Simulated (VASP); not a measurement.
A run of VASP 6.6.1 is set up as follows.

The input INCAR:

```
PREC = Accurate
ENCUT = 600
EDIFF = 1E-6
ISMEAR = -1
SIGMA = 0.1
LREAL = F
LASPH = T
NELM = 120
ALGO = Normal
ISIF = 2
LWAVE = F
LCHARG = T
LELF = T
LVHAR = T
NBANDS = 10
GGA_COMPAT = F
```

The input KPOINTS:

```
regular mesh
0
Gamma
  12 12 12
```

File POSCAR:

```
Os
1.0
   -1.5235629926      1.5235629926      1.5235629926
    1.5235629926     -1.5235629926      1.5235629926
    1.5235629926      1.5235629926     -1.5235629926
Os
1
Direct
    0.0000000000      0.0000000000      0.0000000000
```

Potentials or basis: VASP PAW LDA potentials, release 64 (Os).

Command:

```bash
$ cat potpaw_LDA.64/Os/POTCAR > POTCAR
$ mpirun -np 1 vasp_std > vasp.out
```

(1) Estimate the band gap on the k mesh.

(2) Estimate the pressure.

Results:

(1) zero (bands 4 and 5 overlap by 4.79 eV).

(2) 1.3 GPa.

Caveat: spin-orbit coupling is left out, which moves the levels of the heavy elements.
